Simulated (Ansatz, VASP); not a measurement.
KI in VASP and in Ansatz

The input POSCAR:

```
KI
1.0
    4.3079191986     -0.0353704512     -0.0353704512
   -0.0353704512      4.3079191986     -0.0353704512
   -0.0353704512     -0.0353704512      4.3079191986
K I
1 1
Direct
    0.0000000000      0.0000000000      0.0000000000
    0.5000000000      0.5000000000      0.5000000000
```

INCAR.step1

```
ALGO = Normal
EDIFF = 1E-4
ENCUT = 520
GGA = PE
ISMEAR = 0
LASPH = True
LCHARG = False
LREAL = False
LWAVE = True
NBANDS = 15
NELM = 100
PREC = Accurate
SIGMA = 0.01
```

Contents of INCAR.step2:

```
ALGO = Normal
EDIFF = 1E-6
ENCUT = 520
ISIF = 2
ISMEAR = 0
ISTART = 1
LASPH = True
LCHARG = False
LMIXTAU = True
LREAL = False
LWAVE = False
METAGGA = R2SCAN
NBANDS = 15
NELM = 100
PREC = Accurate
SIGMA = 0.01
```

KPOINTS

```
k-points
0
Gamma
  6 6 6
```

Input for Ansatz:

```yaml
crystal:
  lattice:
    - [4.3079191986, -0.0353704512, -0.0353704512]
    - [-0.0353704512, 4.3079191986, -0.0353704512]
    - [-0.0353704512, -0.0353704512, 4.3079191986]
  atoms:
    - { symbol: K, position: [0.0, 0.0, 0.0] }
    - { symbol: I, position: [0.5, 0.5, 0.5] }
kpoints:
  mp_grid: { grid: [6, 6, 6] }
  band_path:
    path: [[0.0, 0.0, 0.0], [0.0, 0.5, 0.0], [0.5, 0.5, 0.0], [0.5, 0.5, 0.5]]
    npoints: 1
hamiltonian:
  xc: r2scan
scf:
  occupations: { method: fixed }
  n_extra_bands: 4
output:
  forces: true
  stress: true
  eigenvalues: true
```

Change from the starting cell: epitaxial_111 strain +1.2%.

Alike in both runs: task single point; functional r2SCAN; k mesh 6 × 6 × 6; no spin polarisation.

|  | VASP | Ansatz |
| --- | --- | --- |
| version | VASP 6.6.1 | Ansatz 0.2.0 |
| potentials or method | VASP PAW PBE potentials, release 64 (K_sv, I) | plane waves, PAW |
| plane-wave cutoff (eV) | 520 | 500 |
| occupations | gaussian, width 0.01 eV | fixed |
| valence electrons in the cell | 16 | 26 |

|  | VASP | Ansatz | Ansatz less VASP |
| --- | --- | --- | --- |
| gap on the k mesh at the Fermi level (eV) | 4.01 | 4.01 | +0.002 |
| pressure (GPa) | -0.1 | -0.1 | 0.00 |
| traceless stress, the component that is largest in VASP (GPa) | 0.07 | 0.07 | -0.001 |

VASP's potentials were made for PBE, not for r2SCAN. VASP's potentials hold 16 valence electrons a cell and Ansatz's 26, so a difference there can come from the potentials and not from the codes.

Neither program's run includes spin-orbit coupling.
